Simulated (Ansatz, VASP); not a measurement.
**RbBr: VASP beside Ansatz**

Contents of INCAR:

```
  PREC = Accurate
  ENCUT = 520
  EDIFF = 1E-7
  ISMEAR = 0
  SIGMA = 0.02
  LREAL = F
  LASPH = T
  NELM = 100
  ALGO = Normal
  ISIF = 2
  LWAVE = F
  LCHARG = T
  GGA = PE
  LELF = T
  LVHAR = T
  NBANDS = 15
```

The input KPOINTS:

```
regular mesh
0
Gamma
  6 6 6
```

The input POSCAR:

```
RbBr
1.0
    0.0000000000      3.5901691500      3.5901691500
    3.5901691500      0.0000000000      3.5901691500
    3.5901691500      3.5901691500      0.0000000000
Rb Br
1 1
Direct
    0.0000000000      0.0000000000      0.0000000000
    0.5000000000      0.5000000000      0.5000000000
```

Input for Ansatz:

```yaml
crystal:
  lattice:
    - [0.0, 3.59016915, 3.59016915]
    - [3.59016915, 0.0, 3.59016915]
    - [3.59016915, 3.59016915, 0.0]
  atoms:
    - { symbol: Rb, position: [0.0, 0.0, 0.0] }
    - { symbol: Br, position: [0.5, 0.5, 0.5] }
basis:
  ecutwfc: 420
kpoints:
  mp_grid: { grid: [6, 6, 6] }
hamiltonian:
  xc: pbe
scf:
  occupations: { method: gaussian, width: 0.02 }
output:
  forces: true
  stress: true
  eigenvalues: true
```

Alike in both runs: task single point; functional PBE; k mesh 6 × 6 × 6; occupations gaussian, width 0.02 eV; no spin polarisation.

```csv
,VASP,Ansatz
version,VASP 6.6.1,Ansatz 0.2.0
potentials or method,"VASP PAW PBE potentials, release 64 (Rb_sv, Br), cutoff 520 eV","scalar-relativistic, plane waves, PAW"
valence electrons in the cell,16,16
```

```csv
,VASP,Ansatz,Ansatz less VASP
gap on the k mesh at the Fermi level (eV),4.03,4.03,+0.001
least direct gap on the mesh (eV),4.03,4.03,+0.001
pressure (GPa),-0.7,-0.7,-0.01
```
